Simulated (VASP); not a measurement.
Runs of VASP 6.6.1 on Rb. The structure is that of space group Cmcm (No. 63), or close to it. The cells are those of the table. 

| cell | gap on the mesh (eV) | pressure (GPa) | largest force (eV/Å) |
| --- | --- | --- | --- |
| a = 4.813, b = 4.813, c = 7.601 Å, angles 90.0, 90.0, 128.2°, 2 atoms | none | (d) | 0.05 |
| a = 4.897, b = 4.897, c = 7.158 Å, angles 90.0, 90.0, 124.3°, 2 atoms | none | 0.9 | 0.03 |
| a = 4.897, b = 4.897, c = 7.601 Å, angles 90.0, 90.0, 124.3°, 2 atoms | none | (b) | 0.02 |
| a = 4.813, b = 4.813, c = 7.158 Å, angles 90.0, 90.0, 128.2°, 2 atoms | none | 1.4 | (a) |
| a = 5.081, b = 5.081, c = 8.043 Å, angles 90.0, 90.0, 116.9°, 2 atoms | none | -0.2 | 0.02 |
| a = 4.813, b = 4.813, c = 8.043 Å, angles 90.0, 90.0, 128.2°, 2 atoms | none | 0.7 | 0.04 |
| a = 5.181, b = 5.181, c = 8.485 Å, angles 90.0, 90.0, 113.4°, 2 atoms | none | (c) | 0.02 |

Alike in all rows: task single point; level PBE+D3(BJ); potentials or basis VASP PAW PBE potentials, release 64 (Rb_sv); no spin polarisation; k mesh 10 × 10 × 6; cutoff (eV) 520; smearing gaussian 0.15 eV.

Question: Estimate the missing entries.

Answer: (a) 0.07; (b) 0.5; (c) -0.4; (d) 1.0.

Caveats: pairwise dispersion overbinds metals, which lowers pressure and volume.

A k mesh can miss the band edges, and the runs leave out spin-orbit coupling on Rb.

A gap of «none» marks levels without a gap at the run's occupations.
